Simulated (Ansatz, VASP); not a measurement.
**In in VASP and in Ansatz**

The input INCAR:

```
SYSTEM = In
ALGO = Normal
EDIFF = 1E-7
ENCUT = 520
GGA = PE
ISIF = 2
ISMEAR = -1
LASPH = .TRUE.
LCHARG = .FALSE.
LREAL = .FALSE.
LWAVE = .FALSE.
NBANDS = 26
NELM = 80
PREC = Accurate
SIGMA = 0.1
```

Contents of KPOINTS:

```
k-points
0
G
  8 8 10
  0 0 0
```

Contents of POSCAR:

```
In
1.0
    4.0077375490      0.0000000000      0.0000000000
   -2.0038687745      3.4708025292      0.0000000000
    0.0000000000      0.0000000000      2.4104422058
In
3
Direct
    0.0000000000      0.0000000000      0.0000000000
    0.3333333333      0.6666666667      0.5000000000
    0.6666666667      0.3333333333      0.5000000000
```

Input for Ansatz:

```yaml
crystal:
  lattice:
    - [4.007737549, 0.0, 0.0]
    - [-2.0038687745, 3.4708025292, 0.0]
    - [0.0, 0.0, 2.4104422058]
  atoms:
    - { symbol: In, position: [0.0, 0.0, 0.0] }
    - { symbol: In, position: [0.3333333333, 0.6666666667, 0.5] }
    - { symbol: In, position: [0.6666666667, 0.3333333333, 0.5] }
kpoints:
  mp_grid: { grid: [8, 8, 10] }
scf:
  occupations: { method: fermi_dirac, width: 0.1 }
hamiltonian:
  xc: pbe
  pseudopotentials: { kind: all_electron, datasets: crystal }
output:
  forces: true
  stress: true
  eigenvalues: true
```

Change from the starting cell: volume scaled by 0.4, crystal datasets.

Alike in both runs: task single point; functional PBE; k mesh 8 × 8 × 10; occupations fermi-dirac, width 0.1 eV; no spin polarisation.

|  | VASP | Ansatz |
| --- | --- | --- |
| version | VASP 6.6.1 | Ansatz 0.2.0 |
| potentials or method | VASP PAW PBE potentials, release 64 (In_d), cutoff 520 eV | all-electron PAW with datasets made for the crystal, scalar-relativistic |

VASP gave:

| Item | Value |
| --- | --- |
| pressure (GPa) | 329.3 |
| traceless stress, the component that is largest in VASP (GPa) | -0.33 |

**Question.** What did Ansatz give for the same quantities?

**Answer.** Pressure (GPa): 327.2; traceless stress, the component that is largest in VASP (GPa): -0.29.

Both programs put the cell under a high pressure, so it lies far from rest at this level. Ansatz ran all-electron here, and VASP with PAW potentials.

Noted on VASP's run: the cell as given lies far from equilibrium.
